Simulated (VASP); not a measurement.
# HgTe (F-43m) in VASP: further runs

The runs below take HgTe through single point, relaxation of cell and atoms, with LDA.

Program: VASP 6.6.1. These are calculated values, not measurements. Logs are shortened: lines on timing, memory, paths and dates and some standing lists are left out, and cuts for length are marked.

## (1) The cell of the first run

The structure is cubic, space group F-43m (No. 216). Conventional cell: a = 6.435 Å, b = 6.435 Å, c = 6.435 Å, α = 90.00°, β = 90.00°, γ = 90.00°. Hg (site symmetry -43m) has 4 Te at 2.79 Å within 3.7 Å. Within 3.7 Å of Te (site symmetry -43m) lie 4 Hg at 2.79 Å.

## (2) Single point, LDA

File INCAR:

```
  PREC = Accurate
  ENCUT = 520
  EDIFF = 1E-6
  ISMEAR = 0
  SIGMA = 0.1
  LREAL = F
  LASPH = T
  NELM = 80
  ALGO = Normal
  ISIF = 2
  LWAVE = F
  LCHARG = T
  GGA = CA
  LELF = T
  LVHAR = T
  NBANDS = 16
```

File KPOINTS:

```
regular mesh
0
Gamma
  12 12 12
```

File POSCAR:

```
HgTe
1.0
    0.0000000000      3.2173559185      3.2173559185
    3.2173559185      0.0000000000      3.2173559185
    3.2173559185      3.2173559185      0.0000000000
Hg Te
1 1
Direct
    0.0000000000      0.0000000000      0.0000000000
    0.7500000000      0.7500000000      0.7500000000
```

Potentials or basis: VASP PAW LDA potentials, release 64 (Hg, Te).

Started as:

```bash
$ cat potpaw_LDA.64/Hg/POTCAR potpaw_LDA.64/Te/POTCAR > POTCAR
$ mpirun -np 1 vasp_std > vasp.out
```

OUTCAR:

```text
PREC = Accurate
   ENCUT = 520
   EDIFF = 1E-6
   ISMEAR = 0
   LREAL = F
   LASPH = T
   NELM = 80
   ISIF = 2
   GGA = CA

 ion  position               nearest neighbor table
   1  0.000  0.000  0.000-   2 2.79   2 2.79   2 2.79   2 2.79
   2  0.750  0.750  0.750-   1 2.79   1 2.79   1 2.79   1 2.79

  LATTYP: Found a face centered cubic cell.
 ALAT       =     6.4347118370

  Lattice vectors:

 A1 = (   0.0000000000,   3.2173559185,   3.2173559185)
 A2 = (   3.2173559185,   0.0000000000,   3.2173559185)
 A3 = (   3.2173559185,   3.2173559185,   0.0000000000)

Analysis of symmetry for initial positions (statically):
=====================================================================
 Subroutine PRICEL returns:
 Original cell was already a primitive cell.

 Routine SETGRP: Setting up the symmetry group for a
 face centered cubic supercell.

 Subroutine GETGRP returns: Found 24 space group operations
 (whereof 24 operations were pure point group operations)
 out of a pool of 48 trial point group operations.

The static configuration has the point symmetry T_d .

Analysis of symmetry for dynamics (positions and initial velocities):
=====================================================================
 Subroutine PRICEL returns:
 Original cell was already a primitive cell.

 Routine SETGRP: Setting up the symmetry group for a
 face centered cubic supercell.

 Subroutine GETGRP returns: Found 24 space group operations
 (whereof 24 operations were pure point group operations)
 out of a pool of 48 trial point group operations.

The dynamic configuration has the point symmetry T_d .

 Subroutine INISYM returns: Found 24 space group operations
 (whereof 24 operations are pure point group operations),
 and found     1 'primitive' translations

----------------------------------------------------------------------------------------

                                     Primitive cell

  volume of cell :      66.6081

  direct lattice vectors                    reciprocal lattice vectors
     0.000000000  3.217355919  3.217355919    -0.155407115  0.155407115  0.155407115
     3.217355919  0.000000000  3.217355919     0.155407115 -0.155407115  0.155407115
     3.217355919  3.217355919  0.000000000     0.155407115  0.155407115 -0.155407115

[... 74 lines left out ...]
   PREC   = accura    normal or accurate (medium, high low for compatibility)
   ISTART =      0    job   : 0-new  1-cont  2-samecut
   ICHARG =      2    charge: 1-file 2-atom 10-const
   ISPIN  =      1    spin polarized calculation?
   LNONCOLLINEAR =      F non collinear calculations
   LSORBIT =      F    spin-orbit coupling
   LASPH  =      T    aspherical Exc in radial PAW
   ENCUT  =  520.0 eV  38.22 Ry    6.18 a.u.   8.46  8.46  8.46*2*pi/ulx,y,z
   NELM   =     80;   NELMIN=  2; NELMDL= -5     # of ELM steps
   EDIFF  = 0.1E-05   stopping-criterion for ELM
   LREAL  =      F    real-space projection
   EDIFFG = 0.1E-04   stopping-criterion for IOM
   NSW    =      0    number of steps for IOM
   IBRION =     -1    ionic relax: 0-MD 1-quasi-New 2-CG
   NFREE  =      0    steps in history (QN), initial steepest desc. (CG)
   ISIF   =      2    stress and relaxation
   ISYM   =      2    0-nonsym 1-usesym 2-fastsym
   POTIM  = 0.5000    time-step for ionic-motion
   TEBEG  =    0.0;   TEEND  =   0.0 temperature during run
   PSTRESS=    0.0 pullay stress
   NELECT =      18.0000    total number of electrons
   NUPDOWN=      -1.0000    fix difference up-down
   EMIN   =  10.00;   EMAX   =-10.00  energy-range for DOS
   EFERMI =   0.00;   METHOD = LEGACY
   ISMEAR =     0;   SIGMA  =   0.10  broadening in eV -4-tet -1-fermi 0-gaus
   EFERMI_NEDOS =   21; number of points for ismear=-14 and -15
   IALGO  =     38    algorithm
   IMIX   =      4    mixing-type and parameters
     AMIX     =   0.40;   BMIX     =  1.00
     AMIX_MAG =   1.60;   BMIX_MAG =  1.00
  volume/ion in A,a.u.               =      33.30       224.75
  Fermi-wavevector in a.u.,A,eV,Ry     =   1.058416  2.000117 15.241862  1.120245
  Thomas-Fermi vector in A             =   2.193725
   LORBIT       =      0    0 simple, 1 ext, 2 COOP (PROOUT), +10 PAW based schemes
   GGA     = CA    functional components
   LHFCALC =     F    Hartree Fock is set to
   AEXX    =    0.0000 exact exchange contribution
   IVDW    =     0    specifies the selected vdW correction
   LEPSILON=     F    determine dielectric tensor
   LRPA    =     F    only Hartree local field effects (RPA)
 non-spin polarized calculation
 Gauss-broadening in eV      SIGMA  =   0.10
  energy-cutoff  :      520.00
  volume of cell :       66.61
 maximum number of plane-waves:      1820
 NGX is ok and might be reduce to    36
   NGX = 17   NGY = 17   NGZ = 17

 number of electron      18.0000000 magnetization

 Free energy of the ion-electron system (eV)
  ---------------------------------------------------
  ext. energy  EPLUGINS =         0.00000000
  ---------------------------------------------------
  free energy    TOTEN  =        -5.03848757 eV

  energy without entropy =       -5.03833609  energy(sigma->0) =       -5.03841183

 E-fermi :   3.1093     XC(G=0):  -9.1598

 val. band max:        3.0492961100   @ k =   0.0000   0.0000   0.0000
 cond. band min:       3.4516132647   @ k =   0.0833   0.0000   0.0000
 fundamental gap:      0.4023171547
 Fermi energy:         3.1092767988

 k-point     1 :       0.0000    0.0000    0.0000
  band No.  band energies     occupation
      1      -9.0909      2.00000
      2      -4.4058      2.00000
      3      -4.4058      2.00000
      4      -4.4058      2.00000
      5      -3.8560      2.00000
      6      -3.8560      2.00000
[... 433 lines left out ...]
      3      -4.2302      2.00000
      4      -3.8766      2.00000
      5      -3.8457      2.00000
      6      -3.5321      2.00000
[... 8 lines left out ...]
     15      12.3130      0.00000
     16      12.4822      0.00000

 [... further k-points ...]
[... 5 lines left out ...]
  --------------------------------------------------------------------------------------
  -------------------------------------------------------------------------------------
  Total        0.1099729      0.1099729      0.1099729      0.0000000      0.0000000     -0.0000000
  in kB        2.6452624      2.6452624      2.6452624      0.0000000      0.0000000     -0.0000000
  external PRESSURE =       2.6452624 kB  Pullay stress =       0.0000000 kB

 VOLUME and BASIS-vectors are now :
 -----------------------------------------------------------------------------
  energy-cutoff  :      520.00
  volume of cell :       66.61
      direct lattice vectors                 reciprocal lattice vectors
     0.000000000  3.217355919  3.217355919    -0.155407115  0.155407115  0.155407115
     3.217355919  0.000000000  3.217355919     0.155407115 -0.155407115  0.155407115
     3.217355919  3.217355919  0.000000000     0.155407115  0.155407115 -0.155407115

 POSITION                                       TOTAL-FORCE (eV/Angst)
 -----------------------------------------------------------------------------------
      0.00000      0.00000      0.00000         0.000000     -0.000000     -0.000000
      4.82603      4.82603      4.82603        -0.000000      0.000000      0.000000
 -----------------------------------------------------------------------------------
    total drift:                               -0.000000     -0.000000      0.000000

  FREE ENERGIE OF THE ION-ELECTRON SYSTEM (eV)
  ---------------------------------------------------
  free  energy   TOTEN  =        -5.0384875694 eV

  energy  without entropy=       -5.0383360871  energy(sigma->0) =       -5.03841183
```

OSZICAR:

```text
N       E                     dE             d eps       ncg     rms          rms(c)
DAV:   1     0.104577552755E+03    0.10458E+03   -0.79620E+03  2336   0.972E+02
DAV:   2    -0.153963963719E+01   -0.10612E+03   -0.98653E+02  2728   0.229E+02
DAV:   3    -0.523432878236E+01   -0.36947E+01   -0.36856E+01  2848   0.441E+01
DAV:   4    -0.526954026610E+01   -0.35211E-01   -0.35210E-01  3448   0.392E+00
DAV:   5    -0.526963809631E+01   -0.97830E-04   -0.97830E-04  3064   0.188E-01    0.790E+00
DAV:   6    -0.505560399784E+01    0.21403E+00   -0.40378E-01  2824   0.882E+00    0.621E+00
DAV:   7    -0.504149465385E+01    0.14109E-01   -0.93062E-02  2720   0.213E+00    0.218E+00
DAV:   8    -0.503882324601E+01    0.26714E-02   -0.10627E-02  2608   0.122E+00    0.518E-01
DAV:   9    -0.503849239825E+01    0.33085E-03   -0.69568E-04  3032   0.295E-01    0.118E-01
DAV:  10    -0.503848669566E+01    0.57026E-05   -0.64816E-05  2912   0.721E-02    0.500E-02
DAV:  11    -0.503848859095E+01   -0.18953E-05   -0.14570E-05  2960   0.334E-02    0.264E-02
DAV:  12    -0.503848755352E+01    0.10374E-05   -0.25200E-06  2568   0.135E-02    0.123E-02
DAV:  13    -0.503848756942E+01   -0.15902E-07   -0.19726E-07  1408   0.270E-03
   1 F= -.50384876E+01 E0= -.50384118E+01  d E =-.151482E-03
```

stdout:

```text
POSCAR found type information on POSCAR HgTe
 POSCAR found :  2 types and       2 ions
 scaLAPACK will be used
 LDA part: xc-table for (Slater(with rela. corr.)+CA(PZ))
 , standard interpolation
 POSCAR, INCAR and KPOINTS ok, starting setup
 FFT: planning ... GRIDC
 FFT: planning ... GRID_SOFT
 FFT: planning ... GRID
 WAVECAR not read
 entering main loop
```

Wall time 41 s (1 thread of Intel Xeon Platinum 8488C (Sapphire Rapids), shared host); peak memory 0.22 GiB.

Results:

- Free energy: -5.0385 eV
- Pressure: 0.3 GPa
- Band gap on the k mesh: zero (filled and empty bands touch)

Caveat: spin-orbit coupling is left out, which moves the levels of the heavy elements.

## (3) Single point, LDA

File INCAR:

```
PREC = Accurate ; ENCUT = 520
EDIFF = 1E-7 ; ISMEAR = -1
SIGMA = 0.15 ; LREAL = False
LASPH = True ; NELM = 100
ALGO = Normal ; ISIF = 2
LWAVE = False ; LCHARG = True
GGA = CA ; LELF = True
LVHAR = True ; NBANDS = 16
```

KPOINTS is that of step 2.

File POSCAR:

```
HgTe
1.0
    0.0000000000      3.2177784144      3.2177784144
    3.2177784144      0.0000000000      3.2177784144
    3.2177784144      3.2177784144      0.0000000000
Hg Te
1 1
Direct
    0.0000000000      0.0000000000      0.0000000000
    0.7500000000      0.7500000000      0.7500000000
```

Potentials or basis: VASP PAW LDA potentials, release 64 (Hg, Te).

Started as:

```bash
$ cat potpaw_LDA.64/Hg/POTCAR potpaw_LDA.64/Te/POTCAR > POTCAR
$ mpirun -np 1 vasp_std > vasp.out
```

Wall time 48 s (1 thread of Intel Xeon Platinum 8488C (Sapphire Rapids), shared host); peak memory 0.22 GiB.

Results (log left out):

* Free energy: -5.0407 eV
* Pressure: 0.3 GPa
* Band gap on the k mesh: zero (filled and empty bands touch)

Levels at points of the mesh, in eV from the Fermi level:
| k point | band 5 | band 6 | band 7 | band 8 | band 9 | band 10 | band 11 | band 12 | band 13 | band 14 |
| --- | --- | --- | --- | --- | --- | --- | --- | --- | --- | --- |
| (0.00, 0.00, 0.00) | -7.14 | -7.14 | -1.08 | -0.24 | -0.24 | -0.24 | 3.89 | 3.89 | 3.89 | 6.00 |
| (0.50, 0.00, 0.00) | -7.12 | -6.83 | -5.88 | -1.26 | -1.26 | 0.36 | 4.70 | 4.70 | 6.39 | 7.50 |
| (0.50, 0.50, 0.00) | -7.08 | -6.68 | -5.79 | -2.59 | -2.59 | 1.57 | 2.05 | 7.83 | 8.57 | 8.57 |

Caveat: spin-orbit coupling is left out, which moves the levels of the heavy elements.

## (4) Relaxation of cell and atoms, LDA

File INCAR:

```
SYSTEM = HgTe
PREC = Accurate
ENCUT = 600
EDIFF = 1E-7
ISMEAR = -1
SIGMA = 0.15
LREAL = .False.
LASPH = .True.
NELM = 80
ALGO = Normal
ISIF = 3
LWAVE = .False.
LCHARG = .False.
IBRION = 2
NSW = 80
EDIFFG = -0.001
```

File KPOINTS:

```
Automatic mesh
0
Gamma
  12 12 12
  0 0 0
```

File POSCAR:

```
HgTe
1.0
    0.0000000000      3.2173559185      3.2173559185
    3.2173559185      0.0000000000      3.2173559185
    3.2173559185      3.2173559185      0.0000000000
Hg Te
1 1
Direct
    0.0000000000      0.0000000000      0.0000000000
    0.7500000000      0.7500000000      0.7500000000
```

Started as:

```bash
$ cat potpaw_LDA.64/Hg/POTCAR potpaw_LDA.64/Te/POTCAR > POTCAR
$ mpirun -np 1 vasp_std > vasp.out
```

It took 2.5 min on 1 thread of Intel Xeon 6975P-C, shared host; peak memory 0.23 GiB.

The run converged. Its results:

```yaml
Free_energy: -5.0411 eV
Relaxed_volume: 33.52 Å³/atom
Relaxed_cell: a = 4.560 Å, b = 4.560 Å, c = 4.560 Å, α = 60.00°, β = 60.00°, γ = 60.00°
Space_group_after_relaxing_to_0.05_Å: F-43m (No. 216)
Energy_gained_by_relaxing: 0.2 meV/atom
Ionic_steps: 7
Pressure_after_relaxing: 0.0 GPa
Band_gap_on_the_k_mesh: zero (filled and empty bands touch)
```

The path:
```
step  energy change (eV)  largest force (eV/Å)  pressure (GPa)  volume (Å³)
   1              0.0000                0.0000            0.31        66.61
   2             -0.0004                0.0000           -0.12        67.23
   3             -0.0004                0.0000           -0.02        67.05
   4             -0.0004                0.0000            0.02        67.02
   5             -0.0004                0.0000            0.02        67.03
   6             -0.0004                0.0000            0.01        67.04
   7             -0.0004                0.0000            0.00        67.04
```

Final structure:
```
Hg Te
1.0
     0.00000    3.22436    3.22436
     3.22436    0.00000    3.22436
     3.22436    3.22436    0.00000
Hg Te
1 1
Cartesian
  0.0000 0.0000 0.0000
  4.8365 4.8365 4.8365
```

Levels at points of the mesh, in eV from the Fermi level:
```tsv
k point	band 6	band 7	band 8	band 9	band 10	band 11	band 12	band 13
(0.00, 0.00, 0.00)	-7.11	-1.09	-0.24	-0.24	-0.24	3.91	3.91	3.91
(0.50, 0.00, 0.00)	-6.81	-5.83	-1.25	-1.25	0.36	4.71	4.71	6.39
(0.50, 0.50, 0.00)	-6.66	-5.76	-2.57	-2.57	1.58	2.06	7.81	8.54
```

Caveat: spin-orbit coupling is left out, which moves the levels of the heavy elements.

## (5) Summary

| task | cell | cutoff (eV) | smearing | gap on the mesh (eV) | pressure (GPa) |
| --- | --- | --- | --- | --- | --- |
| single point | a = 4.550 Å, angles 60.0°, 2 atoms | 520 | gaussian 0.1 eV | none | 0.3 |
| single point | a = 4.551 Å, angles 60.0°, 2 atoms | 520 | fermi-dirac 0.15 eV | none | 0.3 |
| relaxation of cell and atoms | relaxed from a = 4.550 Å, angles 60.0°, 2 atoms | 600 | fermi-dirac 0.15 eV | none | 0.0 |

Alike in all rows: level LDA; potentials or basis VASP PAW LDA potentials, release 64 (Hg, Te); no spin polarisation; k mesh 12 × 12 × 12.

Caveats: spin-orbit coupling is left out, which moves the levels of the heavy elements.

Total energies depend on the potentials used, so only differences within one code and one set of settings carry meaning.
